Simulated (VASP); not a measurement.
# SnO2 (Pnnm) in VASP: a series of runs

SnO2 is run at these levels: PBEsol+D3(BJ), LDA; tasks: relaxation of cell and atoms.

All numbers are computed with VASP 6.6.1; they aren't measurements. Logs are shortened: lines on timing, memory, paths and dates and some standing lists are left out, and cuts for length are marked.

## 1. The cell of the first run

The structure is orthorhombic, space group Pnnm (No. 58). The conventional cell has a = 4.788 Å, b = 4.867 Å, c = 3.241 Å, α = 90.00°, β = 90.00°, γ = 90.00°. Within 2.8 Å of Sn (site symmetry 2/m) lie 6 O at 2.09 to 2.10 Å. Within 2.8 Å of O (site symmetry m) lie 3 Sn at 2.09 to 2.10 Å and 1 O at 2.65 Å.

## 2. Relaxation of cell and atoms, PBEsol+D3(BJ)

INCAR

```
SYSTEM = SnO2
  PREC = Accurate
  ENCUT = 600
  EDIFF = 1E-6
  ISMEAR = 0
  SIGMA = 0.01
  LREAL = .False.
  LASPH = .True.
  NELM = 100
  ALGO = Normal
  ISIF = 3
  LWAVE = .False.
  LCHARG = .False.
  GGA = PS
  IVDW = 12
  IBRION = 2
  NSW = 80
  EDIFFG = -0.005
```

KPOINTS

```
Automatic mesh
0
Gamma
  6 4 6
  0 0 0
```

POSCAR

```
SnO2
1.0
    4.7880040000      0.0000000000      0.0000000000
    0.0000000000      4.8665820000      0.0000000000
    0.0000000000      0.0000000000      3.2408980000
Sn O
2 4
Direct
    0.5000000000      0.5000000000      0.5000000000
    0.0000000000      0.0000000000      0.0000000000
    0.2918550000      0.3210420000      0.0000000000
    0.7918550000      0.1789580000      0.5000000000
    0.2081450000      0.8210420000      0.5000000000
    0.7081450000      0.6789580000      0.0000000000
```

Potentials or basis: VASP PAW PBE potentials, release 64 (Sn_d, O).

Started as:

```
cat potpaw_PBE.64/Sn_d/POTCAR potpaw_PBE.64/O/POTCAR > POTCAR
mpirun -np 1 vasp_std > vasp.out
```

OUTCAR:

```text
SYSTEM = SnO2
   PREC = Accurate
   ENCUT = 600
   EDIFF = 1E-6
   ISMEAR = 0
   LREAL = .False.
   LASPH = .True.
   NELM = 100
   ISIF = 3
   GGA = PS
   IVDW = 12
   IBRION = 2
   NSW = 80
   EDIFFG = -0.005
 IVDW          = 12

 ion  position               nearest neighbor table
   1  0.500  0.500  0.500-   3 2.09   6 2.09   3 2.09   6 2.09   5 2.10   4 2.10
   2  0.000  0.000  0.000-   4 2.09   5 2.09   4 2.09   5 2.09   3 2.10   6 2.10
   3  0.292  0.321  0.000-   1 2.09   1 2.09   2 2.10
   4  0.792  0.179  0.500-   2 2.09   2 2.09   1 2.10
   5  0.208  0.821  0.500-   2 2.09   2 2.09   1 2.10
   6  0.708  0.679  0.000-   1 2.09   1 2.09   2 2.10

  LATTYP: Found a simple orthorhombic cell.
 ALAT       =     3.2408980000
 B/A-ratio  =     1.4773695439
 C/A-ratio  =     1.5016152930

  Lattice vectors:

 A1 = (   0.0000000000,   0.0000000000,   3.2408980000)
 A2 = (   4.7880040000,   0.0000000000,   0.0000000000)
 A3 = (   0.0000000000,   4.8665820000,   0.0000000000)

Analysis of symmetry for initial positions (statically):
=====================================================================
 Subroutine PRICEL returns:
 Original cell was already a primitive cell.

 Routine SETGRP: Setting up the symmetry group for a
 simple orthorhombic supercell.

 Subroutine GETGRP returns: Found  8 space group operations
 (whereof  4 operations were pure point group operations)
 out of a pool of  8 trial point group operations.

The static configuration has the point symmetry C_2h.
 The point group associated with its full space group is D_2h.

Analysis of symmetry for dynamics (positions and initial velocities):
=====================================================================
 Subroutine PRICEL returns:
 Original cell was already a primitive cell.

 Routine SETGRP: Setting up the symmetry group for a
 simple orthorhombic supercell.

 Subroutine GETGRP returns: Found  8 space group operations
 (whereof  4 operations were pure point group operations)
 out of a pool of  8 trial point group operations.

The dynamic configuration has the point symmetry C_2h.
 The point group associated with its full space group is D_2h.

 Subroutine INISYM returns: Found  8 space group operations
 (whereof  4 operations are pure point group operations),
 and found     1 'primitive' translations

----------------------------------------------------------------------------------------

                                     Primitive cell

  volume of cell :      75.5169

  direct lattice vectors                    reciprocal lattice vectors
     4.788004000  0.000000000  0.000000000     0.208855298  0.000000000  0.000000000
     0.000000000  4.866582000  0.000000000     0.000000000  0.205483027  0.000000000
     0.000000000  0.000000000  3.240898000     0.000000000  0.000000000  0.308556456

  length of vectors
     4.788004000  4.866582000  3.240898000     0.208855298  0.205483027  0.308556456

  position of ions in fractional coordinates (direct lattice)
     0.500000000  0.500000000  0.500000000
     0.000000000  0.000000000  0.000000000
     0.291855000  0.321042000  0.000000000
     0.791855000  0.178958000  0.500000000
     0.208145000  0.821042000  0.500000000
     0.708145000  0.678958000  0.000000000

  ion indices of the primitive-cell ions
   primitive index   ion index
                 1           1
                 2           2
                 3           3
                 4           4
                 5           5
                 6           6

----------------------------------------------------------------------------------------

 KPOINTS: Automatic mesh

Automatic generation of k-mesh.
 Grid dimensions read from file:
 generate k-points for:    6    4    6

 Generating k-lattice:

  Cartesian coordinates                     Fractional coordinates (reciprocal lattice)
     0.034809216  0.000000000  0.000000000     0.166666667  0.000000000  0.000000000
     0.000000000  0.051370757  0.000000000     0.000000000  0.250000000  0.000000000
     0.000000000  0.000000000  0.051426076     0.000000000  0.000000000  0.166666667

  Length of vectors
     0.034809216  0.051370757  0.051426076

  Shift w.r.t. Gamma in fractional coordinates (k-lattice)
     0.000000000  0.000000000  0.000000000

 Subroutine IBZKPT returns following result:
 ===========================================

 Found     48 irreducible k-points:

 Following reciprocal coordinates:
            Coordinates               Weight
  0.000000  0.000000  0.000000      1.000000
  0.166667  0.000000  0.000000      2.000000
  0.333333  0.000000  0.000000      2.000000
  0.500000  0.000000  0.000000      1.000000
  0.000000  0.250000  0.000000      2.000000
  0.166667  0.250000  0.000000      4.000000
[... 16 lines left out ...]
  0.333333  0.500000  0.166667      4.000000
  0.500000  0.500000  0.166667      2.000000
 [... further k-points ...]
   k-points           NKPTS =     48   k-points in BZ     NKDIM =     48   number of bands    NBANDS=     31
   number of dos      NEDOS =    301   number of ions     NIONS =      6
   total plane-waves  NPLWV =  44800
   dimension x,y,z NGX =    40 NGY =   40 NGZ =   28
   dimension x,y,z NGXF=    80 NGYF=   80 NGZF=   56
   ions per type =               2   4
   NGX,Y,Z   is equivalent  to a cutoff of  13.89, 13.66, 14.36 a.u.
   NGXF,Y,Z  is equivalent  to a cutoff of  27.78, 27.33, 28.73 a.u.
 SYSTEM =  SnO2
   PREC   = accura    normal or accurate (medium, high low for compatibility)
   ISTART =      0    job   : 0-new  1-cont  2-samecut
   ICHARG =      2    charge: 1-file 2-atom 10-const
   ISPIN  =      1    spin polarized calculation?
   LNONCOLLINEAR =      F non collinear calculations
   LSORBIT =      F    spin-orbit coupling
   LASPH  =      T    aspherical Exc in radial PAW
   ENCUT  =  600.0 eV  44.10 Ry    6.64 a.u.   9.56  9.72  6.47*2*pi/ulx,y,z
   NELM   =    100;   NELMIN=  2; NELMDL= -5     # of ELM steps
   EDIFF  = 0.1E-05   stopping-criterion for ELM
   LREAL  =      F    real-space projection
   EDIFFG = -.5E-02   stopping-criterion for IOM
   NSW    =     80    number of steps for IOM
   IBRION =      2    ionic relax: 0-MD 1-quasi-New 2-CG
   NFREE  =      1    steps in history (QN), initial steepest desc. (CG)
   ISIF   =      3    stress and relaxation
   ISYM   =      2    0-nonsym 1-usesym 2-fastsym
   POTIM  = 0.5000    time-step for ionic-motion
   TEBEG  =    0.0;   TEEND  =   0.0 temperature during run
   PSTRESS=    0.0 pullay stress
   NELECT =      52.0000    total number of electrons
   NUPDOWN=      -1.0000    fix difference up-down
   EMIN   =  10.00;   EMAX   =-10.00  energy-range for DOS
   EFERMI =   0.00;   METHOD = LEGACY
   ISMEAR =     0;   SIGMA  =   0.01  broadening in eV -4-tet -1-fermi 0-gaus
   EFERMI_NEDOS =   21; number of points for ismear=-14 and -15
   IALGO  =     38    algorithm
   IMIX   =      4    mixing-type and parameters
     AMIX     =   0.40;   BMIX     =  1.00
     AMIX_MAG =   1.60;   BMIX_MAG =  1.00
  volume/ion in A,a.u.               =      12.59        84.94
  Fermi-wavevector in a.u.,A,eV,Ry     =   1.445644  2.731871 28.434627  2.089886
  Thomas-Fermi vector in A             =   2.563802
   LORBIT       =      0    0 simple, 1 ext, 2 COOP (PROOUT), +10 PAW based schemes
   GGA     = PS    functional components
   LHFCALC =     F    Hartree Fock is set to
   AEXX    =    0.0000 exact exchange contribution
   IVDW    =    12    specifies the selected vdW correction
   LEPSILON=     F    determine dielectric tensor
   LRPA    =     F    only Hartree local field effects (RPA)
 conjugate gradient relaxation of ions
 non-spin polarized calculation
 Gauss-broadening in eV      SIGMA  =   0.01
  energy-cutoff  :      600.00
  volume of cell :       75.52
 maximum number of plane-waves:      2552
 NGX is ok and might be reduce to    40
   NGX = 19   NGY = 19   NGZ = 13

--------------------------------------- Ionic step        1  -------------------------------------------

 number of electron      51.9999998 magnetization

 Free energy of the ion-electron system (eV)
  ---------------------------------------------------
  ext. energy  EPLUGINS =         0.00000000
  ---------------------------------------------------
  free energy    TOTEN  =       -39.62665661 eV

  energy without entropy =      -39.62665661  energy(sigma->0) =      -39.62665661

------------------------ aborting loop because EDIFF is reached ----------------------------------------

 Edisp (eV)   -1.09761

 E8    (eV) :    -0.6924

  FORCE on cell =-STRESS in cart. coord.  units (eV):
  Direction    XX          YY          ZZ          XY          YZ          ZX
  --------------------------------------------------------------------------------------
  -------------------------------------------------------------------------------------
  Total      -3.66417    -3.78142    -4.22478     0.00000     0.00000     0.00000
  in kB     -77.73954   -80.22729   -89.63359     0.00000     0.00000     0.00000
  external pressure =      -82.53 kB  Pullay stress =        0.00 kB
[... 109 lines left out ...]
  FREE ENERGIE OF THE ION-ELECTRON SYSTEM (eV)
  ---------------------------------------------------
  free  energy   TOTEN  =       -40.8122797191 eV

  energy  without entropy=      -40.8122797191  energy(sigma->0) =      -40.81227972

[... ionic steps 4 to 48 ...]

--------------------------------------- Ionic step       49  -------------------------------------------

 number of electron      52.0000002 magnetization

------------------------ aborting loop because EDIFF is reached ----------------------------------------

 Edisp (eV)   -1.14805

 E8    (eV) :    -0.7243
[... 77 lines left out ...]
  energy  without entropy=      -40.8241398912  energy(sigma->0) =      -40.82413989

--------------------------------------- Ionic step       51  -------------------------------------------

 number of electron      52.0000002 magnetization

 Free energy of the ion-electron system (eV)
  ---------------------------------------------------
  ext. energy  EPLUGINS =         0.00000000
  ---------------------------------------------------
  free energy    TOTEN  =       -39.67598058 eV

  energy without entropy =      -39.67598058  energy(sigma->0) =      -39.67598058

 E-fermi :   5.9725     XC(G=0): -11.4879

 val. band max:        5.9077679688   @ k =   0.0000   0.0000   0.0000
 cond. band min:       6.9342895982   @ k =   0.0000   0.0000   0.0000
 fundamental gap:      1.0265216295
 Fermi energy:         5.9725243563

 k-point     1 :       0.0000    0.0000    0.0000
  band No.  band energies     occupation
      1     -15.1130      2.00000
      2     -14.3291      2.00000
      3     -14.0785      2.00000
      4     -14.0528      2.00000
      5     -14.0527      2.00000
      6     -13.9920      2.00000
[... 805 lines left out ...]
     30      13.9203      0.00000
     31      16.4716      0.00000

 [... further k-points ...]

------------------------ aborting loop because EDIFF is reached ----------------------------------------

 Edisp (eV)   -1.14816

 E8    (eV) :    -0.7243

  FORCE on cell =-STRESS in cart. coord.  units (eV):
  Direction    XX          YY          ZZ          XY          YZ          ZX
  --------------------------------------------------------------------------------------
  -------------------------------------------------------------------------------------
  Total       0.02084     0.02267     0.01824     0.00000     0.00000     0.00000
  in kB       0.46227     0.50288     0.40465     0.00000     0.00000     0.00000
  external pressure =        0.46 kB  Pullay stress =        0.00 kB
[... 21 lines left out ...]
  FREE ENERGIE OF THE ION-ELECTRON SYSTEM (eV)
  ---------------------------------------------------
  free  energy   TOTEN  =       -40.8241434067 eV

  energy  without entropy=      -40.8241434067  energy(sigma->0) =      -40.82414341

 reached required accuracy - stopping structural energy minimisation
```

Wall time 52 min (1 thread of Oxide Virtual Turin-like, shared host); peak memory 0.28 GiB.

What came out:

```yaml
Free_energy: -40.8241 eV
Relaxed_volume: 12.04 Å³/atom
Relaxed_cell: a = 4.745 Å, b = 4.746 Å, c = 3.207 Å, α = 90.00°, β = 90.00°, γ = 90.00°
Space_group_after_relaxing_to_0.1_Å: P4_2/mnm (No. 136)
Energy_gained_by_relaxing: 16.6 meV/atom
Ionic_steps: 51
Pressure_after_relaxing: 0.0 GPa
Band_gap_on_the_k_mesh: 1.03 eV
Dispersion_energy_per_atom: -0.191 eV
```

Forces in eV/Å, atoms in the order of the input:
```
Sn   0.000  0.000  0.000
Sn   0.000  0.000  0.000
O    0.002  0.001  0.000
O    0.002 -0.001  0.000
O   -0.002  0.001  0.000
O   -0.002 -0.001  0.000
```

Step by step:
| step | energy change (eV) | largest force (eV/Å) | pressure (GPa) | volume (Å³) |
| --- | --- | --- | --- | --- |
| 1 | 0.0000 | 0.1060 | -8.25 | 75.52 |
| 3 | -0.0880 | 0.1369 | -0.17 | 72.32 |
| 5 | -0.0922 | 0.0432 | 0.13 | 72.06 |
| 7 | -0.0927 | 0.0450 | -0.16 | 72.14 |
| 9 | -0.0930 | 0.0408 | -0.37 | 72.22 |
| 11 | -0.0935 | 0.0979 | 0.18 | 72.06 |
| 13 | -0.0942 | 0.0630 | 0.12 | 72.09 |
| 15 | -0.0961 | 0.0494 | 0.93 | 71.84 |
| 17 | -0.0970 | 0.0732 | 0.54 | 71.99 |
| 19 | -0.0980 | 0.0908 | -0.11 | 72.24 |
| 21 | -0.0983 | 0.0860 | -0.50 | 72.48 |
| 23 | -0.0992 | 0.0181 | -0.07 | 72.28 |
| 25 | -0.0994 | 0.0126 | 0.02 | 72.23 |
| 27 | -0.0994 | 0.0093 | -0.02 | 72.23 |
| 29 | -0.0994 | 0.0101 | 0.01 | 72.22 |
| 31 | -0.0995 | 0.0085 | 0.25 | 72.13 |
| 33 | -0.0995 | 0.0089 | 0.16 | 72.17 |
| 35 | -0.0996 | 0.0070 | 0.07 | 72.19 |
| 37 | -0.0997 | 0.0022 | -0.15 | 72.29 |
| 39 | -0.0998 | 0.0081 | 0.04 | 72.24 |
| 41 | -0.0998 | 0.0058 | -0.03 | 72.26 |
| 43 | -0.0998 | 0.0068 | 0.01 | 72.25 |
| 45 | -0.0999 | 0.0047 | 0.01 | 72.24 |
| 47 | -0.0999 | 0.0093 | 0.00 | 72.24 |
| 49 | -0.0999 | 0.0115 | 0.00 | 72.23 |
| 51 | -0.0999 | 0.0025 | 0.05 | 72.23 |

Final structure:
```
CELL_PARAMETERS angstrom
4.74494 0.00000 0.00000
0.00000 4.74603 0.00000
0.00000 0.00000 3.20733
ATOMIC_POSITIONS crystal
Sn 0.50000 0.50000 0.50000
Sn 0.00000 0.00000 0.00000
O 0.30577 0.30624 0.00000
O 0.80577 0.19376 0.50000
O 0.19423 0.80624 0.50000
O 0.69423 0.69376 0.00000
```

Levels at points of the mesh, in eV from the valence-band top:
```
           k point  band 23  band 24  band 25  band 26  band 27  band 28  band 29  band 30
(0.00, 0.00, 0.00)    -1.27    -0.79    -0.78     0.00     1.03     5.93     6.07     6.07
(0.50, 0.00, 0.00)    -1.23    -1.23    -0.63    -0.63     4.25     4.25     6.84     6.84
(0.00, 0.50, 0.00)    -1.23    -1.23    -0.64    -0.64     4.25     4.25     6.85     6.85
(0.50, 0.50, 0.00)    -1.35    -1.35    -0.90    -0.90     4.65     4.65     7.30     7.30
(0.00, 0.00, 0.50)    -1.68    -1.68    -1.26    -1.26     5.99     5.99     9.52     9.52
(0.50, 0.00, 0.50)    -1.10    -1.10    -0.72    -0.72     6.28     6.28     7.84     7.84
(0.00, 0.50, 0.50)    -1.10    -1.10    -0.72    -0.72     6.27     6.27     7.84     7.84
(0.50, 0.50, 0.50)    -0.96    -0.96    -0.83    -0.83     4.65     4.65     8.68     8.68
```

Caveat: the PAW data sets were made with another functional, which shifts forces and pressure a little; spin-orbit coupling is left out, which moves the levels of the heavy elements.

## 3. Relaxation of cell and atoms, LDA

INCAR

```
SYSTEM = SnO2
PREC = Accurate
ENCUT = 600
EDIFF = 1E-6
ISMEAR = 0
SIGMA = 0.01
LREAL = .FALSE.
LASPH = .TRUE.
NELM = 80
ALGO = Normal
ISIF = 3
LWAVE = .FALSE.
LCHARG = .FALSE.
IBRION = 2
NSW = 80
EDIFFG = -0.005
```

KPOINTS

```
Automatic mesh
0
G
  6 4 6
  0 0 0
```

POSCAR is that of step 2.

Potentials or basis: VASP PAW LDA potentials, release 64 (Sn_d, O).

Started as:

```
cat potpaw_LDA.64/Sn_d/POTCAR potpaw_LDA.64/O/POTCAR > POTCAR
mpirun -np 1 vasp_std > vasp.out
```

Run time: 26 min. Hardware: 1 thread of Oxide Virtual Turin-like, shared host; peak memory 0.24 GiB.

The run converged. Its results:

| Item | Value |
| --- | --- |
| Free energy | -42.3019 eV |
| Relaxed volume | 11.90 Å³/atom |
| Relaxed cell | a = 4.728 Å, b = 4.726 Å, c = 3.196 Å, α = 90.00°, β = 90.00°, γ = 90.00° |
| Space group after relaxing (to 0.1 Å) | P4_2/mnm (No. 136) |
| Energy gained by relaxing | 26.4 meV/atom |
| Ionic steps | 22 |
| Pressure after relaxing | 0.0 GPa |
| Band gap on the k mesh | 1.15 eV |

Stress tensor (GPa, compression positive):
```
-0.06  0.00  0.00
 0.00  0.00  0.00
 0.00  0.00  0.04
```

Step by step:
```
step  energy change (eV)  largest force (eV/Å)  pressure (GPa)  volume (Å³)
   1              0.0000                0.1517          -10.58        75.52
   2              0.1025                0.5772           17.32        66.79
   3             -0.1427                0.1586           -0.32        71.54
   4             -0.1428                0.1637           -0.05        71.47
   5             -0.1486                0.0547            0.09        71.24
   6             -0.1487                0.0643            0.12        71.21
   7             -0.1494                0.0543           -0.10        71.28
   8             -0.1497                0.0570           -0.66        71.47
   9             -0.1498                0.0517           -0.46        71.39
  10             -0.1502                0.0527           -0.29        71.36
  11             -0.1509                0.0682            0.10        71.24
  12             -0.1507                0.1213            0.92        71.00
  13             -0.1511                0.0874            0.40        71.14
  14             -0.1516                0.0822            0.39        71.15
  15             -0.1529                0.0670            0.36        71.18
  16             -0.1551                0.0400            0.27        71.24
  17             -0.1575                0.0345            0.03        71.35
  18             -0.1578                0.0587           -0.12        71.40
  19             -0.1582                0.0094            0.25        71.33
  20             -0.1582                0.0081            0.14        71.35
  21             -0.1583                0.0059           -0.17        71.46
  22             -0.1583                0.0018           -0.01        71.41
```

Final structure:
```cif
data_structure
_symmetry_space_group_name_H-M 'P 1'
_symmetry_Int_Tables_number 1
_cell_length_a 4.7282
_cell_length_b 4.7264
_cell_length_c 3.1955
_cell_angle_alpha 90.000
_cell_angle_beta 90.000
_cell_angle_gamma 90.000
_cell_volume 71.41
loop_
_atom_site_label
_atom_site_type_symbol
_atom_site_fract_x
_atom_site_fract_y
_atom_site_fract_z
_atom_site_occupancy
Sn1 Sn 0.50000 0.50000 0.50000 1
Sn2 Sn 0.00000 0.00000 0.00000 1
O1 O 0.30568 0.30639 0.00000 1
O2 O 0.80568 0.19361 0.50000 1
O3 O 0.19432 0.80639 0.50000 1
O4 O 0.69432 0.69361 0.00000 1
```

Levels at points of the mesh, in eV from the valence-band top:
```
           k point  band 23  band 24  band 25  band 26  band 27  band 28  band 29  band 30
(0.00, 0.00, 0.00)    -1.28    -0.81    -0.80     0.00     1.15     5.92     6.05     6.05
(0.50, 0.00, 0.00)    -1.24    -1.24    -0.65    -0.65     4.31     4.31     6.80     6.80
(0.00, 0.50, 0.00)    -1.24    -1.24    -0.65    -0.65     4.32     4.32     6.81     6.81
(0.50, 0.50, 0.00)    -1.37    -1.37    -0.91    -0.91     4.70     4.70     7.30     7.30
(0.00, 0.00, 0.50)    -1.72    -1.72    -1.28    -1.28     6.03     6.03     9.52     9.52
(0.50, 0.00, 0.50)    -1.13    -1.13    -0.72    -0.72     6.31     6.31     7.88     7.88
(0.00, 0.50, 0.50)    -1.13    -1.13    -0.72    -0.72     6.31     6.31     7.87     7.87
(0.50, 0.50, 0.50)    -0.99    -0.99    -0.84    -0.84     4.69     4.69     8.63     8.63
```

Caveat: spin-orbit coupling is left out, which moves the levels of the heavy elements.
